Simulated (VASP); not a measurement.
Input of a VASP 6.6.1 run:

Contents of INCAR:

```
SYSTEM = LiSc2AlN2
PREC     = Accurate       ! precision mode
ENCUT    = 520            ! plane-wave cutoff, eV
EDIFF    = 1E-6           ! SCF threshold, eV
ISMEAR   = 0              ! smearing method
SIGMA    = 0.1            ! smearing width, eV
LREAL    = .False.        ! projectors in reciprocal space
LASPH    = .True.         ! aspherical terms in the spheres
NELM     = 100            ! most SCF steps
ALGO     = Normal         ! electronic algorithm
ISIF     = 2              ! what is computed and relaxed
LWAVE    = .False.        ! write WAVECAR
LCHARG   = .False.        ! write CHGCAR
GGA      = PE             ! functional
NBANDS   = 28             ! bands
```

Contents of KPOINTS:

```
Automatic mesh
0
Gamma
  10 10 10
  0 0 0
```

File POSCAR:

```
LiSc2AlN2
1.0
   -2.1452855122      2.1452855122      3.8338288560
    2.1452855122     -2.1452855122      3.8338288560
    2.1452855122      2.1452855122     -3.8338288560
Li Sc Al N
1 2 1 2
Direct
    0.0000000000      0.0000000000      0.0000000000
    0.7500000000      0.2500000000      0.5000000000
    0.2500000000      0.7500000000      0.5000000000
    0.5000000000      0.5000000000      0.0000000000
    0.2534700025      0.2534700025      0.0000000000
    0.7465299975      0.7465299975      0.0000000000
```

Potentials or basis: VASP PAW PBE potentials, release 64 (Li_sv, Sc_sv, Al, N).

Launch:

```bash
$ cat potpaw_PBE.64/Li_sv/POTCAR potpaw_PBE.64/Sc_sv/POTCAR potpaw_PBE.64/Al/POTCAR potpaw_PBE.64/N/POTCAR > POTCAR
$ mpirun -np 1 vasp_std > vasp.out
```

Question: Estimate the largest force.

Answer: 0.024 eV/Å.

Question: Estimate the band gap on the k mesh.

Answer: Zero (band 19 reaches 7.05 eV, above the bottom of band 20 at 5.32 eV).

Forces on the atoms (eV/Å):
```
Li   0.000  0.000  0.000
Sc   0.000  0.000  0.000
Sc   0.000  0.000  0.000
Al   0.000  0.000  0.000
N    0.000  0.000  0.024
N    0.000  0.000 -0.024
```
